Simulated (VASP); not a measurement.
# Ge (P-3m1) in VASP: single point with PBE

Aim: the single point of Ge with PBE.

All numbers are computed with VASP 6.6.1; they aren't measurements. Logs are shortened: lines on timing, memory, paths and dates and some standing lists are left out, and cuts for length are marked.

## 1. The cell of the first run

The structure is trigonal, space group P-3m1 (No. 164). The conventional cell has a = 4.074 Å, b = 4.074 Å, c = 11.978 Å, α = 90.00°, β = 90.00°, γ = 120.00°. Within 3.3 Å of Ge (site symmetry 3m) lie 4 Ge at 2.49 Å. Within 3.3 Å of Ge (site symmetry 3m) lie 4 Ge at 2.49 Å. Ge (site symmetry 3m) has 3 Ge at 2.49 Å within 3.3 Å.

## 2. Single point, PBE (the distance across one plane changed)

The input, INCAR:

```
ALGO = Fast
EDIFF = 1E-6
ENCUT = 520
GGA = PE
ISIF = 2
ISMEAR = 0
LASPH = True
LCHARG = False
LREAL = False
LWAVE = False
NBANDS = 51
NELM = 100
PREC = Accurate
SIGMA = 0.15
```

The input, KPOINTS:

```
k-points
0
Gamma
  17 17 6
```

The input, POSCAR:

```
Ge
1.0
    2.8805347709     -2.8805347709      0.0000000000
    2.8805347709      0.0000000000     -2.8805347709
    6.9157700803      6.9157700803      6.9157700803
Ge
6
Direct
    0.6666666667      0.6666666667      0.4511988200
    1.0000000000      0.0000000000      0.1735209198
    0.3333333333      0.3333333333      0.7288767202
    0.6666666667      0.6666666667      0.6594572451
    1.0000000000      1.0000000000      0.3817793449
    0.3333333333      0.3333333333      0.1041014448
```

Potentials or basis: VASP PAW PBE potentials, release 64 (Ge_d).

On the command line:

```sh
> cat potpaw_PBE.64/Ge_d/POTCAR > POTCAR
> mpirun -np 1 vasp_std > vasp.out
```

OUTCAR:

```text
EDIFF = 1E-6
   ENCUT = 520
   GGA = PE
   ISIF = 2
   ISMEAR = 0
   LASPH = True
   LREAL = False
   NELM = 100
   PREC = Accurate

 ion  position               nearest neighbor table
   1  0.667  0.667  0.451-   4 2.49   5 2.49   5 2.49   5 2.49
   2  0.000  0.000  0.174-   6 2.49   5 2.49   6 2.49   6 2.49
   3  0.333  0.333  0.729-   4 2.49   4 2.49   4 2.49
   4  0.667  0.667  0.659-   1 2.49   3 2.49   3 2.49   3 2.49
   5  0.000  0.000  0.382-   2 2.49   1 2.49   1 2.49   1 2.49
   6  0.333  0.333  0.104-   2 2.49   2 2.49   2 2.49

  LATTYP: Found a hexagonal cell.
 ALAT       =     4.0736913399
 C/A-ratio  =     2.9404449560

  Lattice vectors:

 A1 = (  -2.8805347709,   0.0000000000,   2.8805347709)
 A2 = (   2.8805347709,  -2.8805347709,   0.0000000000)
 A3 = (   6.9157700803,   6.9157700803,   6.9157700803)

Analysis of symmetry for initial positions (statically):
=====================================================================
 Subroutine PRICEL returns:
 Original cell was already a primitive cell.

 Routine SETGRP: Setting up the symmetry group for a
 hexagonal supercell.

 Subroutine GETGRP returns: Found 12 space group operations
 (whereof  6 operations were pure point group operations)
 out of a pool of 24 trial point group operations.

The static configuration has the point symmetry C_3v.
 The point group associated with its full space group is D_3d.

Analysis of symmetry for dynamics (positions and initial velocities):
=====================================================================
 Subroutine PRICEL returns:
 Original cell was already a primitive cell.

 Routine SETGRP: Setting up the symmetry group for a
 hexagonal supercell.

 Subroutine GETGRP returns: Found 12 space group operations
 (whereof  6 operations were pure point group operations)
 out of a pool of 24 trial point group operations.

The dynamic configuration has the point symmetry C_3v.
 The point group associated with its full space group is D_3d.

 Subroutine INISYM returns: Found 12 space group operations
 (whereof  6 operations are pure point group operations),
 and found     1 'primitive' translations

----------------------------------------------------------------------------------------

                                     Primitive cell

  volume of cell :     172.1504

  direct lattice vectors                    reciprocal lattice vectors
     2.880534771 -2.880534771  0.000000000     0.115719253 -0.231438507  0.115719253
     2.880534771  0.000000000 -2.880534771     0.115719253  0.115719253 -0.231438507
     6.915770080  6.915770080  6.915770080     0.048199019  0.048199019  0.048199019

  length of vectors
     4.073691340  4.073691340 11.978465153     0.283453124  0.283453124  0.083483150

  position of ions in fractional coordinates (direct lattice)
     0.666666667  0.666666667  0.451198820
     0.000000000  0.000000000  0.173520920
     0.333333333  0.333333333  0.728876720
     0.666666667  0.666666667  0.659457245
     0.000000000  0.000000000  0.381779345
     0.333333333  0.333333333  0.104101445

  ion indices of the primitive-cell ions
   primitive index   ion index
                 1           1
                 2           2
                 3           3
                 4           4
                 5           5
                 6           6

----------------------------------------------------------------------------------------

 KPOINTS: k-points

Automatic generation of k-mesh.
 Grid dimensions read from file:
 generate k-points for:   17   17    6

 Generating k-lattice:

  Cartesian coordinates                     Fractional coordinates (reciprocal lattice)
     0.006807015 -0.013614030  0.006807015     0.058823529  0.000000000  0.000000000
     0.006807015  0.006807015 -0.013614030     0.000000000  0.058823529  0.000000000
     0.008033170  0.008033170  0.008033170     0.000000000  0.000000000  0.166666667

  Length of vectors
     0.016673713  0.016673713  0.013913858

  Shift w.r.t. Gamma in fractional coordinates (k-lattice)
     0.000000000  0.000000000  0.000000000

 Subroutine IBZKPT returns following result:
 ===========================================

 Found    180 irreducible k-points:

 Following reciprocal coordinates:
            Coordinates               Weight
  0.000000  0.000000  0.000000      1.000000
  0.058824  0.000000  0.000000      6.000000
  0.117647  0.000000  0.000000      6.000000
  0.176471  0.000000  0.000000      6.000000
  0.235294  0.000000  0.000000      6.000000
  0.294118  0.000000  0.000000      6.000000
[... 16 lines left out ...]
 -0.470588  0.117647  0.000000     12.000000
  0.352941  0.176471 -0.000000      6.000000
 [... further k-points ...]
   k-points           NKPTS =    180   k-points in BZ     NKDIM =    180   number of bands    NBANDS=     51
   number of dos      NEDOS =    301   number of ions     NIONS =      6
   total plane-waves  NPLWV =  81000
   dimension x,y,z NGX =    30 NGY =   30 NGZ =   90
   dimension x,y,z NGXF=    60 NGYF=   60 NGZF=  180
   ions per type =               6
   NGX,Y,Z   is equivalent  to a cutoff of  12.24, 12.24, 12.49 a.u.
   NGXF,Y,Z  is equivalent  to a cutoff of  24.49, 24.49, 24.98 a.u.
 SYSTEM =  unknown system
   PREC   = accura    normal or accurate (medium, high low for compatibility)
   ISTART =      0    job   : 0-new  1-cont  2-samecut
   ICHARG =      2    charge: 1-file 2-atom 10-const
   ISPIN  =      1    spin polarized calculation?
   LNONCOLLINEAR =      F non collinear calculations
   LSORBIT =      F    spin-orbit coupling
   LASPH  =      T    aspherical Exc in radial PAW
   ENCUT  =  520.0 eV  38.22 Ry    6.18 a.u.   7.57  7.57 22.27*2*pi/ulx,y,z
   NELM   =    100;   NELMIN=  2; NELMDL= -5     # of ELM steps
   EDIFF  = 0.1E-05   stopping-criterion for ELM
   LREAL  =      F    real-space projection
   EDIFFG = 0.1E-04   stopping-criterion for IOM
   NSW    =      0    number of steps for IOM
   IBRION =     -1    ionic relax: 0-MD 1-quasi-New 2-CG
   NFREE  =      0    steps in history (QN), initial steepest desc. (CG)
   ISIF   =      2    stress and relaxation
   ISYM   =      2    0-nonsym 1-usesym 2-fastsym
   POTIM  = 0.5000    time-step for ionic-motion
   TEBEG  =    0.0;   TEEND  =   0.0 temperature during run
   PSTRESS=    0.0 pullay stress
   NELECT =      84.0000    total number of electrons
   NUPDOWN=      -1.0000    fix difference up-down
   EMIN   =  10.00;   EMAX   =-10.00  energy-range for DOS
   EFERMI =   0.00;   METHOD = LEGACY
   ISMEAR =     0;   SIGMA  =   0.15  broadening in eV -4-tet -1-fermi 0-gaus
   EFERMI_NEDOS =   21; number of points for ismear=-14 and -15
   IALGO  =     68    algorithm
   IMIX   =      4    mixing-type and parameters
     AMIX     =   0.40;   BMIX     =  1.00
     AMIX_MAG =   1.60;   BMIX_MAG =  1.00
  volume/ion in A,a.u.               =      28.69       193.62
  Fermi-wavevector in a.u.,A,eV,Ry     =   1.288839  2.435552 22.600709  1.661105
  Thomas-Fermi vector in A             =   2.420768
   LORBIT       =      0    0 simple, 1 ext, 2 COOP (PROOUT), +10 PAW based schemes
   GGA     = PE    functional components
   LHFCALC =     F    Hartree Fock is set to
   AEXX    =    0.0000 exact exchange contribution
   IVDW    =     0    specifies the selected vdW correction
   LEPSILON=     F    determine dielectric tensor
   LRPA    =     F    only Hartree local field effects (RPA)
 non-spin polarized calculation
 RMM-DIIS sequential band-by-band and
 Gauss-broadening in eV      SIGMA  =   0.15
  energy-cutoff  :      520.00
  volume of cell :      172.15
 maximum number of plane-waves:      4679
   NGX = 15   NGY = 15   NGZ = 45

 number of electron      83.9999933 magnetization

 Free energy of the ion-electron system (eV)
  ---------------------------------------------------
  ext. energy  EPLUGINS =         0.00000000
  ---------------------------------------------------
  free energy    TOTEN  =       -25.48186477 eV

  energy without entropy =      -25.45290576  energy(sigma->0) =      -25.46738527

 E-fermi :   2.6496     XC(G=0):  -8.6586

 val. band max:        2.6495591211   @ k =   0.1176   0.0588   0.0000
 cond. band min:       2.6508030887   @ k =   0.1765   0.0588  -0.0000
 fundamental gap:      0.0012439676
 Fermi energy:         2.6496038805

 k-point     1 :       0.0000    0.0000    0.0000
  band No.  band energies     occupation
      1     -21.9049      2.00000
      2     -21.9049      2.00000
      3     -21.8689      2.00000
      4     -21.8566      2.00000
      5     -21.8488      2.00000
      6     -21.8488      2.00000
[... 43 lines left out ...]
     50       6.6507      0.00000
     51       6.7136      0.00000

 k-point     2 :       0.0588    0.0000    0.0000
  band No.  band energies     occupation
      1     -21.9066      2.00000
      2     -21.9056      2.00000
      3     -21.8707      2.00000
      4     -21.8546      2.00000
      5     -21.8472      2.00000
      6     -21.8460      2.00000
[... 43 lines left out ...]
     50       6.7023      0.00000
     51       6.8162      0.00000

 k-point     3 :       0.1176    0.0000    0.0000
  band No.  band energies     occupation
      1     -21.9102      2.00000
      2     -21.9074      2.00000
      3     -21.8748      2.00000
      4     -21.8510      2.00000
      5     -21.8430      2.00000
      6     -21.8380      2.00000
[... 43 lines left out ...]
     50       6.7124      0.00000
     51       7.2974      0.00000
[... 1027 lines left out ...]
 k-point    23 :      -0.4706    0.1176    0.0000
  band No.  band energies     occupation
      1     -21.9202      2.00000
      2     -21.9117      2.00000
      3     -21.9037      2.00000
      4     -21.8231      2.00000
      5     -21.8086      2.00000
      6     -21.7789      2.00000
[... 43 lines left out ...]
     50       7.8926      0.00000
     51       8.5764      0.00000

 k-point    24 :       0.3529    0.1765   -0.0000
  band No.  band energies     occupation
      1     -21.9183      2.00000
      2     -21.9158      2.00000
      3     -21.8902      2.00000
      4     -21.8375      2.00000
      5     -21.8134      2.00000
      6     -21.8064      2.00000
[... 43 lines left out ...]
     50       7.3098      0.00000
     51       7.7180      0.00000

 [... further k-points ...]

------------------------ aborting loop because EDIFF is reached ----------------------------------------

  FORCE on cell =-STRESS in cart. coord.  units (eV):
  Direction    XX          YY          ZZ          XY          YZ          ZX
  --------------------------------------------------------------------------------------
  -------------------------------------------------------------------------------------
  Total       -0.1161981     -0.1161981     -0.1161981      0.0549967      0.0549967      0.0549967
  in kB       -1.0814383     -1.0814383     -1.0814383      0.5118456      0.5118456      0.5118456
  external PRESSURE =      -1.0814383 kB  Pullay stress =       0.0000000 kB

 VOLUME and BASIS-vectors are now :
 -----------------------------------------------------------------------------
  energy-cutoff  :      520.00
  volume of cell :      172.15
      direct lattice vectors                 reciprocal lattice vectors
     2.880534771 -2.880534771  0.000000000     0.115719253 -0.231438507  0.115719253
     2.880534771  0.000000000 -2.880534771     0.115719253  0.115719253 -0.231438507
     6.915770080  6.915770080  6.915770080     0.048199019  0.048199019  0.048199019

 POSITION                                       TOTAL-FORCE (eV/Angst)
 -----------------------------------------------------------------------------------
      6.96110      1.20003      1.20003        -0.149433     -0.149433     -0.149433
      1.20003      1.20003      1.20003        -0.256443     -0.256443     -0.256443
      6.96110      4.08057      4.08057         0.076363      0.076363      0.076363
      8.40137      2.64030      2.64030         0.256443      0.256443      0.256443
      2.64030      2.64030      2.64030         0.149433      0.149433      0.149433
      2.64030     -0.24024     -0.24024        -0.076363     -0.076363     -0.076363
 -----------------------------------------------------------------------------------
    total drift:                                0.000040      0.000040      0.000040

  FREE ENERGIE OF THE ION-ELECTRON SYSTEM (eV)
  ---------------------------------------------------
  free  energy   TOTEN  =       -25.4818647673 eV

  energy  without entropy=      -25.4529057629  energy(sigma->0) =      -25.46738527
```

Run time: 51 min. Hardware: 1 thread of Oxide Virtual Turin-like, shared host; peak memory 0.99 GiB.

Results:

```yaml
Free_energy: -25.4819 eV
Pressure: -0.1 GPa
Largest_force: 0.444 eV/Å
Band_gap_on_the_k_mesh: zero (bands 42 and 43 overlap by 0.29 eV)
```

Forces on the atoms (eV/Å):
```
Ge  -0.149 -0.149 -0.149
Ge  -0.256 -0.256 -0.256
Ge   0.076  0.076  0.076
Ge   0.256  0.256  0.256
Ge   0.149  0.149  0.149
Ge  -0.076 -0.076 -0.076
```

Stress tensor (GPa, compression positive):
```
-0.11  0.05  0.05
 0.05 -0.11  0.05
 0.05  0.05 -0.11
```

Levels at points of the mesh, in eV from the Fermi level:
```
           k point  band 38  band 39  band 40  band 41  band 42  band 43  band 44  band 45  band 46  band 47
(0.00, 0.00, 0.00)    -0.86    -0.32    -0.32     0.14     0.14     0.46     0.55     1.05     1.48     3.24
(0.00, 0.00, 0.50)    -0.87    -0.31    -0.31     0.13     0.13     0.43     0.92     1.00     1.69     3.26
```

Caveat: the cell differs from its parent crystal (the distance across one plane changed); semilocal functionals underestimate gaps, and a narrow one can read as zero.
